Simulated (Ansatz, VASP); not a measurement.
## ZnO: VASP beside Ansatz

The input POSCAR:

```
ZnO
1.0
    3.2353408669      0.0000000000      0.0000000000
   -1.6176704335      2.8018873806      0.0000000000
    0.0000000000      0.0000000000      5.3672803865
Zn O
2 2
Direct
    0.3333333333      0.6666666667      0.0010810490
    0.6666666667      0.3333333333      0.5010810490
    0.3333333333      0.6666666667      0.3739189510
    0.6666666667      0.3333333333      0.8739189510
```

File INCAR.step1:

```
SYSTEM = ZnO
PREC     = Accurate       ! precision mode
ENCUT    = 520            ! plane-wave cutoff, eV
ISMEAR   = 0              ! smearing method
SIGMA    = 0.01           ! smearing width, eV
LREAL    = .False.        ! projectors in reciprocal space
LASPH    = .True.         ! aspherical terms in the spheres
NELM     = 80             ! most SCF steps
NBANDS   = 26             ! bands
GGA      = PE             ! functional
ALGO     = Normal         ! electronic algorithm
EDIFF    = 1E-4           ! SCF threshold, eV
LWAVE    = .True.         ! write WAVECAR
LCHARG   = .False.        ! write CHGCAR
```

File INCAR.step2:

```
SYSTEM = ZnO
PREC     = Accurate       ! precision mode
ENCUT    = 520            ! plane-wave cutoff, eV
EDIFF    = 1E-6           ! SCF threshold, eV
ISMEAR   = 0              ! smearing method
SIGMA    = 0.01           ! smearing width, eV
LREAL    = .False.        ! projectors in reciprocal space
LASPH    = .True.         ! aspherical terms in the spheres
NELM     = 80             ! most SCF steps
ALGO     = Normal         ! electronic algorithm
ISIF     = 2              ! what is computed and relaxed
LWAVE    = .False.        ! write WAVECAR
LCHARG   = .False.        ! write CHGCAR
METAGGA  = R2SCAN         ! meta-GGA
LMIXTAU  = .True.       
NBANDS   = 26             ! bands
ISTART   = 1
```

The input KPOINTS:

```
regular mesh
0
Gamma
  12 12 6
  0 0 0
```

Input for Ansatz:

```yaml
crystal:
  lattice:
    - [3.2353408669, 0.0, 0.0]
    - [-1.6176704335, 2.8018873806, 0.0]
    - [0.0, 0.0, 5.3672803865]
  atoms:
    - { symbol: Zn, position: [0.3333333333, 0.6666666667, 0.001081049] }
    - { symbol: Zn, position: [0.6666666667, 0.3333333333, 0.501081049] }
    - { symbol: O, position: [0.3333333333, 0.6666666667, 0.373918951] }
    - { symbol: O, position: [0.6666666667, 0.3333333333, 0.873918951] }
kpoints:
  mp_grid: { grid: [12, 12, 6] }
  band_path:
    path:
      - [0.0, 0.0, 0.0]
      - [0.5, 0.0, 0.0]
      - [0.3333333333, 0.3333333333, 0.0]
      - [0.0, 0.0, 0.5]
      - [0.5, 0.0, 0.5]
      - [0.3333333333, 0.3333333333, 0.5]
    npoints: 1
hamiltonian:
  xc: r2scan
scf:
  occupations: { method: fixed }
  n_extra_bands: 5
output:
  forces: true
  stress: true
  eigenvalues: true
```

Change from the starting cell: uniaxial_z strain +3.0%.

Alike in both runs: task single point; functional r2SCAN; k mesh 12 × 12 × 6; no spin polarisation.

```csv
,VASP,Ansatz
version,VASP 6.6.1,Ansatz 0.2.0
potentials or method,"VASP PAW PBE potentials, release 64 (Zn, O)","plane waves, PAW"
plane-wave cutoff (eV),520,500
occupations,"gaussian, width 0.01 eV",fixed
valence electrons in the cell,36,36
```

```tsv
	VASP	Ansatz	Ansatz less VASP
gap on the k mesh at the Fermi level (eV)	1.15	1.15	+0.005
pressure (GPa)	-3.3	-4.2	-0.91
traceless stress, the component that is largest in VASP (GPa)	-2.42	-2.38	+0.039
rms of the force components (eV/Å)	0.007	0.000	-0.0069
```

VASP's potentials were made for PBE, not for r2SCAN. Atom by atom the forces differ by 0.007 eV/Å (rms over components).
